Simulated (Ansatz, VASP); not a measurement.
# Os: VASP beside Ansatz

```xyz
1
Lattice="0.0000 1.9450 1.9450 1.8866 0.0000 1.9450 1.8866 1.9450 0.0000" Properties=species:S:1:pos:R:3 pbc="T T T"
Os    0.0000    0.0000    0.0000
```

Change from the starting cell: strain -0.0300 x Voigt [1, 0, 0, 0, 0, 0], atoms carried along.

Alike in both runs: task single point; functional r2SCAN; k mesh 20 × 20 × 20; occupations gaussian, width 0.15 eV; no spin polarisation.

```csv
,VASP,Ansatz
version,VASP 6.6.1,Ansatz 0.2.0
potentials or method,"VASP PAW PBE potentials, release 64 (Os), cutoff 520 eV","scalar-relativistic, plane waves, PAW"
valence electrons in the cell,8,16
```

|  | VASP | Ansatz | Ansatz less VASP |
| --- | --- | --- | --- |
| gap on the k mesh at the Fermi level (eV) | none | none | - |
| pressure (GPa) | -4.8 | -5.6 | -0.86 |
| traceless stress, the component that is largest in VASP (GPa) | 6.77 | 6.79 | +0.020 |

VASP's potentials were made for PBE, not for r2SCAN. A gap of «none» marks a metal or a gap that the smearing closes. VASP's potentials hold 8 valence electrons a cell and Ansatz's 16, so a difference there can come from the potentials and not from the codes.

Neither program's run includes spin-orbit coupling.
